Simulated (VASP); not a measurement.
# Cu: single point with LDA

The system is Cu.

```xyz
2
Lattice="1.1976 -3.9081 0.0000 1.1976 3.9081 0.0000 0.0000 0.0000 2.4387" Properties=species:S:1:pos:R:3 pbc="T T T"
Cu    1.1976    2.8629    0.6097
Cu    1.1976   -2.8629    1.8290
```

- Program: VASP 6.6.1
- Task: single point
- Functional: LDA
- Potentials or basis: VASP PAW LDA potentials, release 64 (Cu)
- Cutoff: 520 eV
- k mesh: 14 × 14 × 13
- Occupations: fermi-dirac, width 0.1 eV
- Spin: no spin polarisation

| Property | Result |
| --- | --- |
| Pressure | 1.0 GPa |
| Largest force | 0.006 eV/Å |
| Band gap on the k mesh | zero (band 11 reaches 11.51 eV, above the bottom of band 12 at 6.06 eV) |

Forces in eV/Å, atoms in the order of the input:
```
Cu   0.000  0.006  0.000
Cu   0.000 -0.006  0.000
```

Stress tensor (GPa, compression positive):
```
1.07 0.00 0.00
0.00 0.81 0.00
0.00 0.00 1.03
```

Levels at points of the mesh, in eV from the Fermi level:
| k point | band 8 | band 9 | band 10 | band 11 | band 12 | band 13 | band 14 | band 15 |
| --- | --- | --- | --- | --- | --- | --- | --- | --- |
| (0.00, 0.00, 0.00) | -2.11 | -1.90 | -1.75 | -1.48 | -0.11 | 5.10 | 15.07 | 19.00 |
| (0.50, 0.00, 0.00) | -2.62 | -2.22 | -1.72 | -0.47 | 1.40 | 2.62 | 7.23 | 13.32 |
| (0.50, 0.50, 0.00) | -2.43 | -2.41 | -2.00 | -1.65 | -1.57 | 14.10 | 15.84 | 16.03 |

Wall time 120 s on 1 thread of Intel Xeon 6975P-C (shared host), peak memory 0.24 GiB.
